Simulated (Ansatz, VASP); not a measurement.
# Two plane-wave programs on Mg3CdTe4

```
CELL_PARAMETERS angstrom
4.63180 0.00000 0.00000
0.00000 4.63180 0.00000
0.00000 0.00000 13.01950
ATOMIC_POSITIONS crystal
Mg 0.50000 0.50000 0.25217
Mg 0.00000 0.00000 0.50000
Mg 0.50000 0.50000 0.74783
Cd 0.00000 0.00000 0.00000
Te 0.50000 0.00000 0.37607
Te 0.00000 0.50000 0.62393
Te 0.50000 0.00000 0.87094
Te 0.00000 0.50000 0.12906
```

Alike in both runs: task single point; functional r2SCAN; k mesh 6 × 6 × 2; occupations gaussian, width 0.02 eV; no spin polarisation.

```csv
,VASP,Ansatz
version,VASP 6.6.1,Ansatz 0.2.0
potentials or method,"VASP PAW PBE potentials, release 64 (Mg, Cd, Te), cutoff 520 eV","scalar-relativistic, plane waves, PAW"
valence electrons in the cell,42,114
```

|  | VASP | Ansatz | Ansatz less VASP |
| --- | --- | --- | --- |
| gap on the k mesh at the Fermi level (eV) | 2.35 | 2.36 | +0.011 |
| least direct gap on the mesh (eV) | 2.35 | 2.36 | +0.011 |
| pressure (GPa) | -0.9 | -0.8 | +0.05 |
| rms of the force components (eV/Å) | 0.002 | 0.009 | +0.0067 |

VASP's potentials were made for PBE, not for r2SCAN. Atom by atom the forces differ by 0.007 eV/Å (rms over components). VASP's potentials hold 42 valence electrons a cell and Ansatz's 114, so a difference there can come from the potentials and not from the codes.

Neither program's run includes spin-orbit coupling.
